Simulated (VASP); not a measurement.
A run of VASP 6.6.1:

INCAR

```
SYSTEM = LiH
ALGO = Normal
EDIFF = 1E-6
ENCUT = 650
GGA = PS
GGA_COMPAT = .FALSE.
ISIF = 2
ISMEAR = -1
ISYM = -1
LASPH = .TRUE.
LCHARG = .FALSE.
LREAL = Auto
LWAVE = .FALSE.
NBANDS = 99
NELM = 120
PREC = Accurate
SIGMA = 0.05
```

The input KPOINTS:

```
explicit points
1
Reciprocal
  0.25000000   0.25000000   0.25000000 1
```

POSCAR

```
LiH
1.0
    7.9599380000      0.0000000000      0.0000000000
    0.0000000000      7.9599380000      0.0000000000
    0.0000000000      0.0000000000      7.9599380000
H Li
31 31
Direct
    0.2645780000      0.9992900000      0.9998400000
    0.2535110000      0.9994700000      0.5001210000
    0.2531770000      0.4996130000      0.9997680000
    0.7347420000      0.9997730000      0.0002050000
    0.7475080000      0.9994660000      0.4998400000
    0.7477540000      0.4992960000      0.9996690000
    0.7498710000      0.4993750000      0.5000380000
    0.0013150000      0.2662240000      0.9999550000
    0.0040870000      0.2561900000      0.5007440000
    0.0014270000      0.7330870000      0.0001300000
    0.0047400000      0.7423000000      0.4998320000
    0.4986490000      0.2530730000      0.0001640000
    0.4948170000      0.2555820000      0.4999800000
    0.4981030000      0.7455710000      0.0000490000
    0.4956170000      0.7437780000      0.4995890000
    0.0012220000      0.9995390000      0.2668170000
    0.0013470000      0.9995300000      0.7336780000
    0.0042870000      0.5001620000      0.2568370000
    0.0047840000      0.4991710000      0.7429170000
    0.4987230000      0.9995820000      0.2534540000
    0.4983560000      0.9997370000      0.7463470000
    0.4949760000      0.4992970000      0.2557520000
    0.4955300000      0.4991410000      0.7444780000
    0.2498230000      0.2537710000      0.2542030000
    0.2501070000      0.2544490000      0.7450110000
    0.2499730000      0.7441710000      0.2550900000
    0.2497700000      0.7452910000      0.7458530000
    0.7496360000      0.2510300000      0.2513070000
    0.7499460000      0.2507410000      0.7487310000
    0.7497700000      0.7481860000      0.2512070000
    0.7500780000      0.7482410000      0.7487190000
    0.9954700000      0.9996980000      0.5001670000
    0.9956980000      0.4995910000      0.9997770000
    0.9779880000      0.4997020000      0.5001810000
    0.5005660000      0.9997730000      0.9999960000
    0.5038090000      0.9996070000      0.5000140000
    0.5039640000      0.4996380000      0.9997960000
    0.5230820000      0.4994630000      0.4999440000
    0.2433250000      0.2395270000      0.9997910000
    0.2481210000      0.2248020000      0.4999490000
    0.2439730000      0.7592460000      0.9998060000
    0.2478700000      0.7741250000      0.4997480000
    0.7558740000      0.2425250000      0.9999020000
    0.7516100000      0.2439720000      0.4999260000
    0.7563180000      0.7571950000      0.0000670000
    0.7517760000      0.7552560000      0.5000000000
    0.2432300000      0.9994500000      0.2398110000
    0.2439750000      0.9995600000      0.7596720000
    0.2479440000      0.4995320000      0.2251560000
    0.2480560000      0.4994140000      0.7744810000
    0.7555210000      0.9996190000      0.2429020000
    0.7561780000      0.9999110000      0.7575000000
    0.7518220000      0.4994070000      0.2440900000
    0.7519800000      0.4996930000      0.7554400000
    0.0000650000      0.2437540000      0.2441130000
    0.0003440000      0.2444980000      0.7548570000
    0.0003010000      0.7543310000      0.2449040000
    0.0006960000      0.7552340000      0.7558060000
    0.4989710000      0.2485150000      0.2486920000
    0.4994770000      0.2487330000      0.7512430000
    0.4993680000      0.7504430000      0.2488720000
    0.4997530000      0.7509100000      0.7512880000
```

Potentials or basis: VASP PAW PBE potentials, release 64 (H, Li_sv).

Command:

```bash
$ cat potpaw_PBE.64/H/POTCAR potpaw_PBE.64/Li_sv/POTCAR > POTCAR
$ mpirun -np 1 vasp_std > vasp.out
```

Hardware: 1 thread of Intel(R) Xeon(R) 6975P-C (Granite Rapids), on a shared host.

Problem. Estimate the wall time of this run.

Solution. Run time: 110 s on 1 thread of Intel(R) Xeon(R) 6975P-C (Granite Rapids), on a shared host, peak memory 0.65 GiB. Counts: scf iterations 18, k points 1.
